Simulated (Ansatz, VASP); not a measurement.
## One calculation of Si2Ni, two programs

```
CELL_PARAMETERS angstrom
0.00000 2.70300 2.70300
2.70300 0.00000 2.70300
2.70300 2.70300 0.00000
ATOMIC_POSITIONS crystal
Ni 0.00000 0.00000 0.00000
Si 0.75000 0.75000 0.75000
Si 0.25000 0.25000 0.25000
```

Alike in both runs: task single point; functional PBEsol; k mesh 7 × 7 × 7; occupations fermi-dirac, width 0.05 eV; collinear spin; fixed moment 1 μB.

|  | VASP | Ansatz |
| --- | --- | --- |
| version | VASP 6.6.1 | Ansatz 0.2.0 |
| potentials or method | VASP PAW PBE potentials, release 64 (Ni_sv_GW, Si) | Ansatz PAW |
| plane-wave cutoff (eV) | 690 | 420 |
| valence electrons in the cell | 26 | 26 |

```tsv
	VASP	Ansatz	Ansatz less VASP
pressure (GPa)	2.3	2.5	+0.21
net moment per atom (μB)	0.33	0.33	0.000
size of the moment on the site where the two differ most (μB)	0.13	0.14	+0.013
```

VASP's potentials were made for PBE, not for PBEsol. Site moments also hang on the region over which each program counts them.
